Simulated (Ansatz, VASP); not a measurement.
# Te: VASP beside Ansatz

```xyz
1
Lattice="2.2756 1.3138 1.8017 -2.2756 1.3138 1.8017 0.0000 -2.6276 1.8017" Properties=species:S:1:pos:R:3 pbc="T T T"
Te    0.0000    0.0000    2.7025
```

Alike in both runs: task single point; functional r2SCAN; k mesh 15 × 15 × 15; occupations gaussian, width 0.1 eV; no spin polarisation.

|  | VASP | Ansatz |
| --- | --- | --- |
| version | VASP 6.6.1 | Ansatz 0.2.0 |
| potentials or method | VASP PAW PBE potentials, release 64 (Te), cutoff 520 eV | scalar-relativistic, plane waves, PAW |
| valence electrons in the cell | 6 | 16 |

|  | VASP | Ansatz | Ansatz less VASP |
| --- | --- | --- | --- |
| gap on the k mesh at the Fermi level (eV) | none | none | - |
| pressure (GPa) | 0.0 | 0.0 | +0.04 |

VASP's potentials were made for PBE, not for r2SCAN. A gap of «none» marks a metal or a gap that the smearing closes. VASP's potentials hold 6 valence electrons a cell and Ansatz's 16, so a difference there can come from the potentials and not from the codes.

Neither program's run includes spin-orbit coupling.
